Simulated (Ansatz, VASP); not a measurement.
## Two plane-wave programs on KTe2Cl

```
K Te Cl
1.0
     5.77544    0.00000    0.00000
    -2.88772    5.00168    0.00000
     0.00000    0.00000    5.75168
K Te Cl
1 2 1
Cartesian
  0.0000 0.0000 2.8758
  0.0000 3.3345 2.8758
  2.8877 1.6672 2.8758
  0.0000 0.0000 0.0000
```

Alike in both runs: functional PBE; k mesh 6 × 6 × 4; occupations gaussian, width 0.1 eV; no spin polarisation.

Ansatz relaxed the structure, and its values are those at the end. VASP's run is a single point on that final structure, the one shown.

```csv
,VASP,Ansatz
version,VASP 6.6.1,Ansatz 0.2.0
potentials or method,"VASP PAW PBE potentials, release 64 (K_sv, Te, Cl), cutoff 520 eV","scalar-relativistic, plane waves, PAW"
valence electrons in the cell,28,48
```

|  | VASP | Ansatz | Ansatz less VASP |
| --- | --- | --- | --- |
| gap on the k mesh at the Fermi level (eV) | none | none | - |
| pressure (GPa) | 0.0 | 0.0 | -0.01 |

A gap of «none» marks a metal or a gap that the smearing closes. VASP's potentials hold 28 valence electrons a cell and Ansatz's 48, so a difference there can come from the potentials and not from the codes.

Spin-orbit coupling is off throughout.
